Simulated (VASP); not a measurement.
Input of a VASP 6.6.1 run:

Contents of INCAR:

```
ALGO     = Normal         # electronic algorithm
EDIFF    = 1E-7           # SCF threshold, eV
ENCUT    = 520            # plane-wave cutoff, eV
GGA      = PE             # functional
ISIF     = 2              # what is computed and relaxed
ISMEAR   = -1             # smearing method
LASPH    = T              # aspherical terms in the spheres
LCHARG   = F              # write CHGCAR
LREAL    = Auto         
LWAVE    = F              # write WAVECAR
NBANDS   = 43             # bands
NELM     = 100            # most SCF steps
PREC     = Accurate       # precision mode
SIGMA    = 0.15           # smearing width, eV
```

KPOINTS

```
k-points
0
Gamma
  3 2 1
```

Contents of POSCAR:

```
MgAl18
1.0
    5.7275650000      0.0000000000      0.0000000000
    4.2956740000      7.4403250000      0.0000000000
    0.0000000000      0.0000000000     17.6765370000
Al Mg
18 1
Direct
    0.1666665958      0.1111111410      0.0565721668
    0.6666666831      0.1111111410      0.0565721668
    0.1666667458      0.4444444295      0.0565721668
    0.6666666585      0.4444444295      0.0565721668
    0.1666666204      0.7777778524      0.0565721668
    0.6666665331      0.7777778524      0.0565721668
   -0.1668933843      0.2236249089      0.1908327406
    0.3319108593      0.2225611112      0.1913821129
   -0.1675171281      0.5567790386      0.1905681526
    0.3324988346      0.5560154966      0.1879008881
   -0.1691669127      0.8922514810      0.1897986580
    0.3313689179      0.8914878046      0.1894488723
   -0.0021224527      0.0039277854      0.3240397143
    0.5000566756     -0.0009914889      0.3267348689
   -0.0008053871      0.3358732313      0.3282957516
    0.5012698397      0.3316274491      0.3247490162
    0.0076955341      0.6702504259      0.3193447902
    0.4862653170      0.6696091905      0.3183931332
    0.7673287129      0.6381678220      0.4535339133
```

Potentials or basis: VASP PAW PBE potentials, release 64 (Al, Mg).

Command:

```console
$ cat potpaw_PBE.64/Al/POTCAR potpaw_PBE.64/Mg/POTCAR > POTCAR
$ mpirun -np 1 vasp_std > vasp.out
```

Predict the largest force.

0.063 eV/Å.

Predict the band gap on the k mesh.

zero (band 28 reaches 0.92 eV, above the bottom of band 29 at 0.78 eV).

Forces on the atoms (eV/Å):
```
Al  -0.005  0.025  0.029
Al   0.004  0.003  0.046
Al  -0.022  0.006 -0.021
Al   0.020 -0.011 -0.020
Al  -0.024  0.009 -0.058
Al   0.024  0.000  0.032
Al  -0.002  0.003 -0.002
Al  -0.002  0.004  0.001
Al   0.000  0.001  0.006
Al   0.004 -0.004  0.002
Al  -0.003  0.006 -0.007
Al   0.004  0.005  0.002
Al   0.000  0.005 -0.001
Al  -0.001  0.007 -0.006
Al  -0.003 -0.004 -0.008
Al  -0.006  0.005 -0.003
Al   0.001  0.000 -0.005
Al   0.004 -0.007  0.020
Mg   0.007 -0.056 -0.008
```

Caveat: the k points lie up to 0.42 Å⁻¹ apart.
